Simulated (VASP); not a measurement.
# SnSe (zincblende type) (F-43m) in VASP: notebook, part 2 of 3

VASP 6.6.1. Earlier steps stand in the parts before.

## (3) Single point, PBE (volume scaled by 0.72)

File INCAR:

```
SYSTEM = SnSe
  ALGO = Normal
  EDIFF = 1E-6
  ENCUT = 500
  GGA = PE
  GGA_COMPAT = .False.
  ISIF = 2
  ISMEAR = -1
  LASPH = .True.
  LCHARG = .True.
  LELF = .True.
  LREAL = .False.
  LVHAR = .True.
  LWAVE = .False.
  NBANDS = 17
  NELM = 120
  PREC = Accurate
  SIGMA = 0.05
```

File KPOINTS:

```
k-points
0
Gamma
  11 11 11
  0 0 0
```

File POSCAR:

```
SnSe
1.0
    0.0000000000      3.0374692232      3.0374692232
    3.0374692232      0.0000000000      3.0374692232
    3.0374692232      3.0374692232      0.0000000000
Sn Se
1 1
Direct
    0.0000000000      0.0000000000      0.0000000000
    0.2500000000      0.2500000000      0.2500000000
```

Potentials or basis: VASP PAW PBE potentials, release 64 (Sn_d, Se).

On the command line:

```
cat potpaw_PBE.64/Sn_d/POTCAR potpaw_PBE.64/Se/POTCAR > POTCAR
mpirun -np 1 vasp_std > vasp.out
```

OUTCAR:

```text
SYSTEM = SnSe
   EDIFF = 1E-6
   ENCUT = 500
   GGA = PE
   ISIF = 2
   ISMEAR = -1
   LASPH = .True.
   LREAL = .False.
   NELM = 120
   PREC = Accurate

 ion  position               nearest neighbor table
   1  0.000  0.000  0.000-   2 2.63   2 2.63   2 2.63   2 2.63
   2  0.250  0.250  0.250-   1 2.63   1 2.63   1 2.63   1 2.63

  LATTYP: Found a face centered cubic cell.
 ALAT       =     6.0749384464

  Lattice vectors:

 A1 = (   0.0000000000,   3.0374692232,   3.0374692232)
 A2 = (   3.0374692232,   0.0000000000,   3.0374692232)
 A3 = (   3.0374692232,   3.0374692232,   0.0000000000)

Analysis of symmetry for initial positions (statically):
=====================================================================
 Subroutine PRICEL returns:
 Original cell was already a primitive cell.

 Routine SETGRP: Setting up the symmetry group for a
 face centered cubic supercell.

 Subroutine GETGRP returns: Found 24 space group operations
 (whereof 24 operations were pure point group operations)
 out of a pool of 48 trial point group operations.

The static configuration has the point symmetry T_d .

Analysis of symmetry for dynamics (positions and initial velocities):
=====================================================================
 Subroutine PRICEL returns:
 Original cell was already a primitive cell.

 Routine SETGRP: Setting up the symmetry group for a
 face centered cubic supercell.

 Subroutine GETGRP returns: Found 24 space group operations
 (whereof 24 operations were pure point group operations)
 out of a pool of 48 trial point group operations.

The dynamic configuration has the point symmetry T_d .

 Subroutine INISYM returns: Found 24 space group operations
 (whereof 24 operations are pure point group operations),
 and found     1 'primitive' translations

----------------------------------------------------------------------------------------

                                     Primitive cell

  volume of cell :      56.0487

  direct lattice vectors                    reciprocal lattice vectors
     0.000000000  3.037469223  3.037469223    -0.164610721  0.164610721  0.164610721
     3.037469223  0.000000000  3.037469223     0.164610721 -0.164610721  0.164610721
     3.037469223  3.037469223  0.000000000     0.164610721  0.164610721 -0.164610721

  length of vectors
     4.295630171  4.295630171  4.295630171     0.285114133  0.285114133  0.285114133

  position of ions in fractional coordinates (direct lattice)
     0.000000000  0.000000000  0.000000000
     0.250000000  0.250000000  0.250000000

  ion indices of the primitive-cell ions
   primitive index   ion index
                 1           1
                 2           2

----------------------------------------------------------------------------------------

 KPOINTS: k-points

Automatic generation of k-mesh.
 Grid dimensions read from file:
 generate k-points for:   11   11   11

 Generating k-lattice:

  Cartesian coordinates                     Fractional coordinates (reciprocal lattice)
    -0.014964611  0.014964611  0.014964611     0.090909091  0.000000000  0.000000000
     0.014964611 -0.014964611  0.014964611     0.000000000  0.090909091  0.000000000
     0.014964611  0.014964611 -0.014964611     0.000000000  0.000000000  0.090909091

  Length of vectors
     0.025919467  0.025919467  0.025919467

  Shift w.r.t. Gamma in fractional coordinates (k-lattice)
     0.000000000  0.000000000  0.000000000

 Subroutine IBZKPT returns following result:
 ===========================================

 Found     56 irreducible k-points:

 Following reciprocal coordinates:
            Coordinates               Weight
  0.000000  0.000000  0.000000      1.000000
  0.090909  0.000000  0.000000      8.000000
  0.181818  0.000000  0.000000      8.000000
  0.272727  0.000000  0.000000      8.000000
  0.363636  0.000000  0.000000      8.000000
  0.454545  0.000000  0.000000      8.000000
[... 16 lines left out ...]
 -0.272727  0.181818  0.000000     24.000000
 -0.181818  0.181818  0.000000     12.000000
 [... further k-points ...]
   k-points           NKPTS =     56   k-points in BZ     NKDIM =     56   number of bands    NBANDS=     17
   number of dos      NEDOS =    301   number of ions     NIONS =      2
   total plane-waves  NPLWV =  32768
   dimension x,y,z NGX =    32 NGY =   32 NGZ =   32
   dimension x,y,z NGXF=    64 NGYF=   64 NGZF=   64
   ions per type =               1   1
   NGX,Y,Z   is equivalent  to a cutoff of  12.38, 12.38, 12.38 a.u.
   NGXF,Y,Z  is equivalent  to a cutoff of  24.77, 24.77, 24.77 a.u.
 SYSTEM =  SnSe
   PREC   = accura    normal or accurate (medium, high low for compatibility)
   ISTART =      0    job   : 0-new  1-cont  2-samecut
   ICHARG =      2    charge: 1-file 2-atom 10-const
   ISPIN  =      1    spin polarized calculation?
   LNONCOLLINEAR =      F non collinear calculations
   LSORBIT =      F    spin-orbit coupling
   LASPH  =      T    aspherical Exc in radial PAW
   ENCUT  =  500.0 eV  36.75 Ry    6.06 a.u.   7.83  7.83  7.83*2*pi/ulx,y,z
   NELM   =    120;   NELMIN=  2; NELMDL= -5     # of ELM steps
   EDIFF  = 0.1E-05   stopping-criterion for ELM
   LREAL  =      F    real-space projection
[... 7 lines left out ...]
   TEBEG  =    0.0;   TEEND  =   0.0 temperature during run
   PSTRESS=    0.0 pullay stress
   NELECT =      20.0000    total number of electrons
   NUPDOWN=      -1.0000    fix difference up-down
   EMIN   =  10.00;   EMAX   =-10.00  energy-range for DOS
   EFERMI =   0.00;   METHOD = LEGACY
   ISMEAR =    -1;   SIGMA  =   0.05  broadening in eV -4-tet -1-fermi 0-gaus
   EFERMI_NEDOS =   21; number of points for ismear=-14 and -15
   IALGO  =     38    algorithm
   IMIX   =      4    mixing-type and parameters
     AMIX     =   0.40;   BMIX     =  1.00
     AMIX_MAG =   1.60;   BMIX_MAG =  1.00
  volume/ion in A,a.u.               =      28.02       189.12
  Fermi-wavevector in a.u.,A,eV,Ry     =   1.161171  2.194296 18.344990  1.348319
  Thomas-Fermi vector in A             =   2.297746
   LORBIT       =      0    0 simple, 1 ext, 2 COOP (PROOUT), +10 PAW based schemes
   GGA     = PE    functional components
   LHFCALC =     F    Hartree Fock is set to
   AEXX    =    0.0000 exact exchange contribution
   IVDW    =     0    specifies the selected vdW correction
   LEPSILON=     F    determine dielectric tensor
   LRPA    =     F    only Hartree local field effects (RPA)
 non-spin polarized calculation
  energy-cutoff  :      500.00
  volume of cell :       56.05
 maximum number of plane-waves:      1433
   NGX = 15   NGY = 15   NGZ = 15

 number of electron      19.9999996 magnetization

 Free energy of the ion-electron system (eV)
  ---------------------------------------------------
  ext. energy  EPLUGINS =         0.00000000
  ---------------------------------------------------
  free energy    TOTEN  =        -6.83555454 eV

  energy without entropy =       -6.83085887  energy(sigma->0) =       -6.83320671

 E-fermi :   5.9012     XC(G=0):  -9.2550

 val. band max:        5.8548357065   @ k =   0.4545   0.3636   0.0909
 cond. band min:       5.9335473172   @ k =  -0.4545   0.3636   0.1818
 fundamental gap:      0.0787116108
 Fermi energy:         5.9012032533

 k-point     1 :       0.0000    0.0000    0.0000
  band No.  band energies     occupation
      1     -16.0762      2.00000
      2     -16.0762      2.00000
      3     -16.0762      2.00000
      4     -16.0187      2.00000
      5     -16.0187      2.00000
      6      -9.4150      2.00000
[... 9 lines left out ...]
     16      13.4757      0.00000
     17      14.7139      0.00000

 k-point     2 :       0.0909    0.0000    0.0000
  band No.  band energies     occupation
      1     -16.0780      2.00000
      2     -16.0752      2.00000
      3     -16.0752      2.00000
      4     -16.0187      2.00000
      5     -16.0187      2.00000
      6      -9.3550      2.00000
[... 9 lines left out ...]
     16      13.0038      0.00000
     17      14.3414      0.00000
[... 421 lines left out ...]
 k-point    24 :      -0.1818    0.1818    0.0000
  band No.  band energies     occupation
      1     -16.0915      2.00000
      2     -16.0680      2.00000
      3     -16.0660      2.00000
      4     -16.0196      2.00000
      5     -16.0168      2.00000
      6      -8.8507      2.00000
[... 9 lines left out ...]
     16      13.7952      0.00000
     17      15.5479      0.00000

 [... further k-points ...]
[... 5 lines left out ...]
  --------------------------------------------------------------------------------------
  -------------------------------------------------------------------------------------
  Total        6.0075838      6.0075838      6.0075838      0.0000000      0.0000000     -0.0000000
  in kB      171.7294434    171.7294434    171.7294434      0.0000000      0.0000000     -0.0000000
  external PRESSURE =     171.7294434 kB  Pullay stress =       0.0000000 kB

 VOLUME and BASIS-vectors are now :
 -----------------------------------------------------------------------------
  energy-cutoff  :      500.00
  volume of cell :       56.05
      direct lattice vectors                 reciprocal lattice vectors
     0.000000000  3.037469223  3.037469223    -0.164610721  0.164610721  0.164610721
     3.037469223  0.000000000  3.037469223     0.164610721 -0.164610721  0.164610721
     3.037469223  3.037469223  0.000000000     0.164610721  0.164610721 -0.164610721

 POSITION                                       TOTAL-FORCE (eV/Angst)
 -----------------------------------------------------------------------------------
      0.00000      0.00000      0.00000         0.000000      0.000000      0.000000
      1.51873      1.51873      1.51873        -0.000000     -0.000000     -0.000000
 -----------------------------------------------------------------------------------
    total drift:                               -0.000000     -0.000000     -0.000000

  FREE ENERGIE OF THE ION-ELECTRON SYSTEM (eV)
  ---------------------------------------------------
  free  energy   TOTEN  =        -6.8355545444 eV

  energy  without entropy=       -6.8308588740  energy(sigma->0) =       -6.83320671
```

Run time: 38 s. Hardware: 1 thread of AMD EPYC 9R45 (Zen 5), shared host; peak memory 0.17 GiB.

What came out:

- Free energy: -6.8356 eV
- Pressure: 17.2 GPa
- Band gap on the k mesh: zero (band 10 reaches 6.36 eV, above the bottom of band 11 at 5.28 eV)

Caveat: spin-orbit coupling is left out, which moves the levels of the heavy elements.

[end of part 2 of 3]
